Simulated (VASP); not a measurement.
Input of a VASP 6.6.1 run:

Contents of INCAR:

```
SYSTEM = Cl
PREC     = Accurate       ! precision mode
ENCUT    = 600            ! plane-wave cutoff, eV
EDIFF    = 1E-6           ! SCF threshold, eV
ISMEAR   = -1             ! smearing method
SIGMA    = 0.02           ! smearing width, eV
LREAL    = .FALSE.        ! projectors in reciprocal space
LASPH    = .TRUE.         ! aspherical terms in the spheres
NELM     = 80             ! most SCF steps
ALGO     = Normal         ! electronic algorithm
ISIF     = 3              ! what is computed and relaxed
LWAVE    = .FALSE.        ! write WAVECAR
LCHARG   = .FALSE.        ! write CHGCAR
GGA      = CA             ! functional
IBRION   = 2              ! ionic algorithm
NSW      = 60             ! ionic steps
EDIFFG   = -0.01          ! ionic threshold
```

Contents of KPOINTS:

```
regular mesh
0
G
  6 6 3
  0 0 0
```

POSCAR

```
Cl
1.0
    3.1450000000     -2.2500000000      0.0000000000
    3.1450000000      2.2500000000      0.0000000000
    0.0000000000      0.0000000000      8.2100000000
Cl
4
Direct
    0.8700000000      0.1300000000      0.1000000000
    0.6300000000      0.3700000000      0.6000000000
    0.1300000000      0.8700000000      0.9000000000
    0.3700000000      0.6300000000      0.4000000000
```

Potentials or basis: VASP PAW LDA potentials, release 64 (Cl).

Launch:

```console
$ cat potpaw_LDA.64/Cl/POTCAR > POTCAR
$ mpirun -np 1 vasp_std > vasp.out
```

(1) Estimate the band gap on the k mesh.

(2) What does it give for the relaxed volume?

(3) Estimate the relaxed cell.

(4) Estimate the space group after relaxing (to 0.1 Å).

## Answers

(1) 1.98 eV (least direct gap 1.99 eV).

(2) 22.46 Å³/atom.

(3) a = 3.607 Å, b = 3.607 Å, c = 7.786 Å, α = 90.00°, β = 90.00°, γ = 62.49°.

(4) Cmce (No. 64).

Caveat: the volume moved by over 15 % at a fixed basis, so the end points are rough.
